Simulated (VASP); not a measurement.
# CsCl (Pm-3m) in VASP: a series of runs, part 2 of 3

VASP 6.6.1. Earlier steps stand in the parts before.

## Step 3: Elastic constants, PBEsol

This run uses another cell than the first one, of 25.76 Å³/atom.

File INCAR:

```
SYSTEM = CsCl
PREC = Accurate
ENCUT = 500
EDIFF = 1E-8
ISMEAR = 0
SIGMA = 0.01
LREAL = .False.
LASPH = .True.
NELM = 120
ALGO = Normal
ISIF = 3
LWAVE = .False.
LCHARG = .False.
GGA = PS
IBRION = 6
NFREE = 2
POTIM = 0.015
NSW = 1
GGA_COMPAT = .False.
```

File KPOINTS:

```
regular mesh
0
Gamma
  6 6 6
  0 0 0
```

File POSCAR:

```
CsCl
1.0
    3.7211972923      0.0000000000      0.0000000000
    0.0000000000      3.7211972923      0.0000000000
    0.0000000000      0.0000000000      3.7211972923
Cs Cl
1 1
Direct
    0.0000000000      0.0000000000      0.0000000000
    0.5000000000      0.5000000000      0.5000000000
```

Potentials or basis: VASP PAW PBE potentials, release 64 (Cs_sv, Cl).

Run with:

```console
$ cat potpaw_PBE.64/Cs_sv/POTCAR potpaw_PBE.64/Cl/POTCAR > POTCAR
$ mpirun -np 1 vasp_std > vasp.out
```

OUTCAR:

```text
SYSTEM = CsCl
   PREC = Accurate
   ENCUT = 500
   EDIFF = 1E-8
   ISMEAR = 0
   LREAL = .False.
   LASPH = .True.
   NELM = 120
   ISIF = 3
   GGA = PS
   IBRION = 6
   NFREE = 2
   POTIM = 0.015
   NSW = 1

 ion  position               nearest neighbor table
   1  0.000  0.000  0.000-
   2  0.500  0.500  0.500-

  LATTYP: Found a simple cubic cell.
 ALAT       =     3.7211972923

  Lattice vectors:

 A1 = (   3.7211972923,   0.0000000000,   0.0000000000)
 A2 = (   0.0000000000,   3.7211972923,   0.0000000000)
 A3 = (   0.0000000000,   0.0000000000,   3.7211972923)

Analysis of symmetry for initial positions (statically):
=====================================================================
 Subroutine PRICEL returns:
 Original cell was already a primitive cell.

 Routine SETGRP: Setting up the symmetry group for a
 simple cubic supercell.

 Subroutine GETGRP returns: Found 48 space group operations
 (whereof 48 operations were pure point group operations)
 out of a pool of 48 trial point group operations.

The static configuration has the point symmetry O_h .

Analysis of symmetry for dynamics (positions and initial velocities):
=====================================================================
 Subroutine PRICEL returns:
 Original cell was already a primitive cell.
[... 1089 lines left out ...]
  Total        3.2982575      3.2997623      3.2997623      0.0000000     -0.0000000      0.0000000
  in kB      102.5526903    102.5994767    102.5994767      0.0000000     -0.0000000      0.0000000
  external PRESSURE =     102.5838812 kB  Pullay stress =       0.0000000 kB
[... 17 lines left out ...]
  FREE ENERGIE OF THE ION-ELECTRON SYSTEM (eV)
  ---------------------------------------------------
  free  energy   TOTEN  =        -6.4529820389 eV

  energy  without entropy=       -6.4529820389  energy(sigma->0) =       -6.45298204

 INTERNAL STRAIN TENSORS FROM STRAINED CELLS
 ============================================

 INTERNAL STRAIN TENSOR FOR ION    1 for displacements in x,y,z  (eV/Angst):
          X           Y           Z          XY          YZ          ZX
  --------------------------------------------------------------------------------
  x     0.00000     0.00000     0.00000     0.00000     0.00000     0.00000
  y     0.00000     0.00000     0.00000     0.00000     0.00000     0.00000
  z     0.00000     0.00000     0.00000     0.00000     0.00000     0.00000

 INTERNAL STRAIN TENSORS FROM DISPLACED ATOMS
 ============================================

 INTERNAL STRAIN TENSOR FOR ION    1 for displacements in x,y,z  (eV/Angst):
          X           Y           Z          XY          YZ          ZX
  --------------------------------------------------------------------------------
  x     0.00000     0.00000     0.00000     0.00000     0.00000     0.00000
  y     0.00000     0.00000     0.00000     0.00000     0.00000     0.00000
  z     0.00000     0.00000     0.00000     0.00000     0.00000     0.00000

 INTERNAL STRAIN TENSOR FOR ION    2 for displacements in x,y,z  (eV/Angst):
          X           Y           Z          XY          YZ          ZX
  --------------------------------------------------------------------------------
  x     0.00000     0.00000     0.00000     0.00000     0.00000     0.00000
  y     0.00000     0.00000     0.00000     0.00000     0.00000     0.00000
  z     0.00000     0.00000     0.00000     0.00000     0.00000     0.00000

 Eigenvectors and eigenvalues of the dynamical matrix
 ----------------------------------------------------

   1 f  =    5.415364 THz    34.025738 2PiTHz  180.637112 cm-1    22.396137 meV
             X         Y         Z           dx          dy          dz
      0.000000  0.000000  0.000000    -0.457702   -0.031364    0.013948
      1.860599  1.860599  1.860599     0.885955    0.060710   -0.026998
[... 21 lines left out ...]
   6 f/i=    0.000542 THz     0.003408 2PiTHz    0.018091 cm-1     0.002243 meV
             X         Y         Z           dx          dy          dz
      0.000000  0.000000  0.000000    -0.095020   -0.877539    0.101134
      1.860599  1.860599  1.860599    -0.049089   -0.453353    0.052248

--------------------------------------------------------------------------------------------------------

 ELASTIC MODULI CONTR FROM IONIC RELAXATION (kBar)
 Direction    XX          YY          ZZ          XY          YZ          ZX
 --------------------------------------------------------------------------------
 XX           0.0000      0.0000      0.0000      0.0000      0.0000      0.0000
 YY           0.0000      0.0000      0.0000      0.0000      0.0000      0.0000
 ZZ           0.0000      0.0000      0.0000      0.0000      0.0000      0.0000
 XY           0.0000      0.0000      0.0000      0.0000      0.0000      0.0000
 YZ           0.0000      0.0000      0.0000      0.0000      0.0000      0.0000
 ZX           0.0000      0.0000      0.0000      0.0000      0.0000      0.0000
 --------------------------------------------------------------------------------

 TOTAL ELASTIC MODULI (kBar)
 Direction    XX          YY          ZZ          XY          YZ          ZX
 --------------------------------------------------------------------------------
 XX         783.7098    426.0022    426.0022      0.0000     -0.0000      0.0000
 YY         426.0022    783.7098    426.0022      0.0000      0.0000     -0.0000
 ZZ         426.0022    426.0022    783.7098     -0.0000     -0.0000      0.0000
 XY           0.0000      0.0000     -0.0000    415.0640      0.0000      0.0000
 YZ          -0.0000      0.0000     -0.0000      0.0000    415.0640      0.0000
 ZX           0.0000     -0.0000      0.0000      0.0000      0.0000    415.0640
 --------------------------------------------------------------------------------
```

OSZICAR:

```text
N       E                     dE             d eps       ncg     rms          rms(c)
DAV:   1     0.899757511315E+02    0.89976E+02   -0.73139E+03   480   0.116E+03
DAV:   2    -0.131154628829E+01   -0.91287E+02   -0.86054E+02   756   0.195E+02
DAV:   3    -0.671266077217E+01   -0.54011E+01   -0.53759E+01   616   0.517E+01
[... 203 lines left out ...]
DAV:   7    -0.645298216113E+01    0.14245E-05   -0.12945E-05  1108   0.223E-02    0.157E-02
DAV:   8    -0.645298213922E+01    0.21913E-07   -0.98391E-07  1036   0.653E-03    0.134E-02
DAV:   9    -0.645298206039E+01    0.78827E-07   -0.10848E-07  1132   0.211E-03    0.835E-03
DAV:  10    -0.645298204161E+01    0.18780E-07   -0.33504E-08   924   0.116E-03    0.483E-03
DAV:  11    -0.645298203894E+01    0.26710E-08   -0.20066E-09   552   0.340E-04
  17 F= -.64529820E+01 E0= -.64529820E+01  d E =-.987945E-18
```

stdout:

```text
POSCAR found type information on POSCAR CsCl
 POSCAR found :  2 types and       2 ions
 scaLAPACK will be used
 -----------------------------------------------------------------------------
|                                                                             |
|                                                                             |
|     You enforced a specific xc type in the INCAR file but a different       |
|     I HOPE YOU KNOW WHAT YOU ARE DOING!                                     |
|                                                                             |
[... 33 lines left out ...]
 Finite differences progress:
 bond charge predicted
 Finite differences progress:
 bond charge predicted
 Finite differences progress:
 bond charge predicted
 Finite differences progress:
 bond charge predicted
 Finite differences progress:
 bond charge predicted
 Finite differences progress:
```

Run time: 3.6 min. Hardware: 1 thread of Oxide Virtual Turin-like, shared host; peak memory 0.19 GiB.

What came out:

```yaml
Elastic_constants_C11_C12_C44: 78, 43, 42 GPa
Voigt_bulk_modulus: 55 GPa
Highest_phonon_frequency_at_Γ_LO-TO_splitting_left_out: 181 cm⁻¹
```

Phonon frequencies in cm⁻¹ (negative: imaginary):
| q point | frequencies |
| --- | --- |
| (0.000, 0.000, 0.000) | 0 0 0 181 181 181 |

Elastic tensor in Voigt notation (GPa, in the Cartesian axes of the cell as first typed):
```
78 43 43  0  0  0
43 78 43  0  0  0
43 43 78  0  0  0
 0  0  0 42  0  0
 0  0  0  0 42  0
 0  0  0  0  0 42
```

Clamped-ion elastic tensor (GPa):
```
78 43 43  0  0  0
43 78 43  0  0  0
43 43 78  0  0  0
 0  0  0 42  0  0
 0  0  0  0 42  0
 0  0  0  0  0 42
```

Caveat: the cell is under stress, which shifts elastic constants; the PAW data sets were made with another functional, which shifts forces and pressure a little; spin-orbit coupling is left out, which moves the levels of the heavy elements.

## Step 4: Elastic constants, PBEsol

This run uses another cell than the first one, of 27.16 Å³/atom.

File INCAR:

```
ALGO     = Normal         # electronic algorithm
EDIFF    = 1E-8           # SCF threshold, eV
ENCUT    = 500            # plane-wave cutoff, eV
GGA      = PS             # functional
GGA_COMPAT= F            
IBRION   = 6              # ionic algorithm
ISIF     = 3              # what is computed and relaxed
ISMEAR   = 0              # smearing method
LASPH    = T              # aspherical terms in the spheres
LCHARG   = F              # write CHGCAR
LREAL    = F              # projectors in reciprocal space
LWAVE    = F              # write WAVECAR
NELM     = 120            # most SCF steps
NFREE    = 2            
NSW      = 1              # ionic steps
POTIM    = 0.015          # step
PREC     = Accurate       # precision mode
SIGMA    = 0.01           # smearing width, eV
```

File KPOINTS:

```
k-points
0
Gamma
  6 6 6
```

File POSCAR:

```
CsCl
1.0
    3.7871623834      0.0000000000      0.0000000000
    0.0000000000      3.7871623834      0.0000000000
    0.0000000000      0.0000000000      3.7871623834
Cs Cl
1 1
Direct
    0.0000000000      0.0000000000      0.0000000000
    0.5000000000      0.5000000000      0.5000000000
```

Potentials or basis: VASP PAW PBE potentials, release 64 (Cs_sv, Cl).

Run with:

```console
$ cat potpaw_PBE.64/Cs_sv/POTCAR potpaw_PBE.64/Cl/POTCAR > POTCAR
$ mpirun -np 1 vasp_std > vasp.out
```

OUTCAR:

```text
EDIFF = 1E-8
   ENCUT = 500
   GGA = PS
   IBRION = 6
   ISIF = 3
   ISMEAR = 0
   LASPH = T
   LREAL = F
   NELM = 120
   NFREE = 2
   NSW = 1
   POTIM = 0.015
   PREC = Accurate

 ion  position               nearest neighbor table
   1  0.000  0.000  0.000-
   2  0.500  0.500  0.500-

  LATTYP: Found a simple cubic cell.
 ALAT       =     3.7871623834

  Lattice vectors:

 A1 = (   3.7871623834,   0.0000000000,   0.0000000000)
 A2 = (   0.0000000000,   3.7871623834,   0.0000000000)
 A3 = (   0.0000000000,   0.0000000000,   3.7871623834)

Analysis of symmetry for initial positions (statically):
=====================================================================
 Subroutine PRICEL returns:
 Original cell was already a primitive cell.

 Routine SETGRP: Setting up the symmetry group for a
 simple cubic supercell.

 Subroutine GETGRP returns: Found 48 space group operations
 (whereof 48 operations were pure point group operations)
 out of a pool of 48 trial point group operations.

The static configuration has the point symmetry O_h .

Analysis of symmetry for dynamics (positions and initial velocities):
=====================================================================
 Subroutine PRICEL returns:
 Original cell was already a primitive cell.

 Routine SETGRP: Setting up the symmetry group for a
 simple cubic supercell.

 Subroutine GETGRP returns: Found 48 space group operations
 (whereof 48 operations were pure point group operations)
 out of a pool of 48 trial point group operations.

The dynamic configuration has the point symmetry O_h .

 Subroutine INISYM returns: Found 48 space group operations
 (whereof 48 operations are pure point group operations),
 and found     1 'primitive' translations

----------------------------------------------------------------------------------------

                                     Primitive cell

  volume of cell :      54.3178

  direct lattice vectors                    reciprocal lattice vectors
     3.787162383  0.000000000  0.000000000     0.264049940  0.000000000  0.000000000
     0.000000000  3.787162383  0.000000000     0.000000000  0.264049940  0.000000000
     0.000000000  0.000000000  3.787162383     0.000000000  0.000000000  0.264049940

  length of vectors
     3.787162383  3.787162383  3.787162383     0.264049940  0.264049940  0.264049940

  position of ions in fractional coordinates (direct lattice)
     0.000000000  0.000000000  0.000000000
     0.500000000  0.500000000  0.500000000

  ion indices of the primitive-cell ions
   primitive index   ion index
                 1           1
[... 299 lines left out ...]

 number of electron      16.0000007 magnetization

 Free energy of the ion-electron system (eV)
  ---------------------------------------------------
  ext. energy  EPLUGINS =         0.00000000
  ---------------------------------------------------
  free energy    TOTEN  =        -6.60470945 eV

  energy without entropy =       -6.60470945  energy(sigma->0) =       -6.60470945

 E-fermi :   1.3768     XC(G=0):  -9.7151

 val. band max:        1.2687635867   @ k =   0.0000   0.0000   0.0000
 cond. band min:       6.0102063410   @ k =   0.0000   0.0000   0.0000
 fundamental gap:      4.7414427543
 Fermi energy:         1.3768041539

 k-point     1 :       0.0000    0.0000    0.0000
  band No.  band energies     occupation
      1     -18.0610      2.00000
      2     -11.3564      2.00000
      3      -4.2866      2.00000
      4      -4.2866      2.00000
      5      -4.2864      2.00000
      6       1.2682      2.00000
      7       1.2688      2.00000
      8       1.2688      2.00000
      9       6.0102      0.00000
     10       6.0113      0.00000
     11       7.6648      0.00000
     12      12.0344      0.00000
[... 331 lines left out ...]
 k-point    24 :       0.0000    0.1667    0.1667
  band No.  band energies     occupation
      1     -17.9476      2.00000
      2     -11.4421      2.00000
      3      -4.7393      2.00000
      4      -4.2616      2.00000
      5      -4.1209      2.00000
      6       0.3431      2.00000
      7       1.0276      2.00000
      8       1.1103      2.00000
      9       6.8123      0.00000
     10       7.5240      0.00000
     11       8.8420      0.00000
     12      11.0155      0.00000

 [... further k-points ...]

------------------------ aborting loop because EDIFF is reached ----------------------------------------

  FORCE on cell =-STRESS in cart. coord.  units (eV):
  Direction    XX          YY          ZZ          XY          YZ          ZX
  --------------------------------------------------------------------------------------
  -------------------------------------------------------------------------------------
  Total        2.4383116      2.4395383      2.4395383      0.0000000      0.0000000      0.0000000
  in kB       71.9213781     71.9575628     71.9575628      0.0000000      0.0000000      0.0000000
  external PRESSURE =      71.9455012 kB  Pullay stress =       0.0000000 kB
[... 17 lines left out ...]
  FREE ENERGIE OF THE ION-ELECTRON SYSTEM (eV)
  ---------------------------------------------------
  free  energy   TOTEN  =        -6.6047094459 eV

  energy  without entropy=       -6.6047094459  energy(sigma->0) =       -6.60470945

 INTERNAL STRAIN TENSORS FROM STRAINED CELLS
 ============================================

 INTERNAL STRAIN TENSOR FOR ION    1 for displacements in x,y,z  (eV/Angst):
          X           Y           Z          XY          YZ          ZX
  --------------------------------------------------------------------------------
  x     0.00000     0.00000     0.00000     0.00000     0.00000     0.00000
  y     0.00000     0.00000     0.00000     0.00000     0.00000     0.00000
  z     0.00000     0.00000     0.00000     0.00000     0.00000     0.00000

 INTERNAL STRAIN TENSORS FROM DISPLACED ATOMS
 ============================================

 INTERNAL STRAIN TENSOR FOR ION    1 for displacements in x,y,z  (eV/Angst):
          X           Y           Z          XY          YZ          ZX
  --------------------------------------------------------------------------------
  x     0.00000     0.00000     0.00000     0.00000     0.00000     0.00000
  y     0.00000     0.00000     0.00000     0.00000     0.00000     0.00000
  z     0.00000     0.00000     0.00000     0.00000     0.00000     0.00000

 INTERNAL STRAIN TENSOR FOR ION    2 for displacements in x,y,z  (eV/Angst):
          X           Y           Z          XY          YZ          ZX
  --------------------------------------------------------------------------------
  x     0.00000     0.00000     0.00000     0.00000     0.00000     0.00000
  y     0.00000     0.00000     0.00000     0.00000     0.00000     0.00000
  z     0.00000     0.00000     0.00000     0.00000     0.00000     0.00000

 Eigenvectors and eigenvalues of the dynamical matrix
 ----------------------------------------------------

   1 f  =    4.877233 THz    30.644561 2PiTHz  162.686994 cm-1    20.170607 meV
             X         Y         Z           dx          dy          dz
      0.000000  0.000000  0.000000     0.000000    0.459285   -0.000000
      1.893581  1.893581  1.893581     0.000000   -0.888289    0.000000
[... 21 lines left out ...]
   6 f/i=    0.002124 THz     0.013342 2PiTHz    0.070832 cm-1     0.008782 meV
             X         Y         Z           dx          dy          dz
      0.000000  0.000000  0.000000    -0.808656    0.367605   -0.000000
      1.893581  1.893581  1.893581    -0.418111    0.190068    0.000000

--------------------------------------------------------------------------------------------------------

 ELASTIC MODULI CONTR FROM IONIC RELAXATION (kBar)
 Direction    XX          YY          ZZ          XY          YZ          ZX
 --------------------------------------------------------------------------------
 XX           0.0000      0.0000      0.0000      0.0000      0.0000      0.0000
 YY           0.0000      0.0000      0.0000      0.0000      0.0000      0.0000
 ZZ           0.0000      0.0000      0.0000      0.0000      0.0000      0.0000
 XY           0.0000      0.0000      0.0000      0.0000      0.0000      0.0000
 YZ           0.0000      0.0000      0.0000      0.0000      0.0000      0.0000
 ZX           0.0000      0.0000      0.0000      0.0000      0.0000      0.0000
 --------------------------------------------------------------------------------

 TOTAL ELASTIC MODULI (kBar)
 Direction    XX          YY          ZZ          XY          YZ          ZX
 --------------------------------------------------------------------------------
 XX         677.4412    334.6247    334.6247      0.0000      0.0000      0.0000
 YY         334.6247    677.4412    334.6247      0.0000     -0.0000      0.0000
 ZZ         334.6247    334.6247    677.4412      0.0000      0.0000      0.0000
 XY           0.0000      0.0000      0.0000    324.2242      0.0000      0.0000
 YZ           0.0000     -0.0000      0.0000      0.0000    324.2242      0.0000
 ZX           0.0000      0.0000      0.0000      0.0000      0.0000    324.2242
 --------------------------------------------------------------------------------
```

It took 6.2 min on 1 thread of Oxide Virtual Turin-like, shared host; peak memory 0.2 GiB.

What came out:

| Property | Result |
| --- | --- |
| Elastic constants C11, C12, C44 | 68, 33, 32 GPa |
| Voigt bulk modulus | 45 GPa |
| Highest phonon frequency at Γ, LO-TO splitting left out | 163 cm⁻¹ |

Phonon frequencies in cm⁻¹ (negative: imaginary):
```tsv
q point	frequencies
(0.000, 0.000, 0.000)	0 0 0 163 163 163
```

Elastic tensor in Voigt notation (GPa, in the Cartesian axes of the cell as first typed):
```
68 33 33  0  0  0
33 68 33  0  0  0
33 33 68  0  0  0
 0  0  0 32  0  0
 0  0  0  0 32  0
 0  0  0  0  0 32
```

Clamped-ion elastic tensor (GPa):
```
68 33 33  0  0  0
33 68 33  0  0  0
33 33 68  0  0  0
 0  0  0 32  0  0
 0  0  0  0 32  0
 0  0  0  0  0 32
```

Caveat: the cell is under stress, which shifts elastic constants; the PAW data sets were made with another functional, which shifts forces and pressure a little; spin-orbit coupling is left out, which moves the levels of the heavy elements.

[end of part 2 of 3]
